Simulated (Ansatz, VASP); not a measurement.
# Two plane-wave programs on Ga2SnO2

```xyz
5
Lattice="2.9727 0.0000 0.0000 0.0000 2.9727 0.0000 0.0000 0.0000 8.8678" Properties=species:S:1:pos:R:3 pbc="T T T"
Ga    1.4863    1.4863    3.1489
Ga    1.4863    1.4863    5.7189
Sn    0.0000    0.0000    0.0000
O     0.0000    0.0000    6.3087
O     0.0000    0.0000    2.5591
```

Alike in both runs: functional PBE; k mesh 6 × 6 × 4; occupations gaussian, width 0.1 eV; no spin polarisation.

Ansatz relaxed the structure, and its values are those at the end. VASP's run is a single point on that final structure, the one shown.

|  | VASP | Ansatz |
| --- | --- | --- |
| version | VASP 6.6.1 | Ansatz 0.2.0 |
| potentials or method | VASP PAW PBE potentials, release 64 (Ga_d, Sn_d, O), cutoff 520 eV | scalar-relativistic, plane waves, PAW |
| valence electrons in the cell | 52 | 52 |

VASP gave:

```
gap on the k mesh at the Fermi level (eV) : none
pressure (GPa)                            : 0.3
rms of the force components (eV/Å)        : 0.013
```

Question: Which values does Ansatz return?

Answer: gap on the k mesh at the Fermi level (eV): none; pressure (GPa): 0.0; rms of the force components (eV/Å): 0.004.

A gap of «none» marks a metal or a gap that the smearing closes.
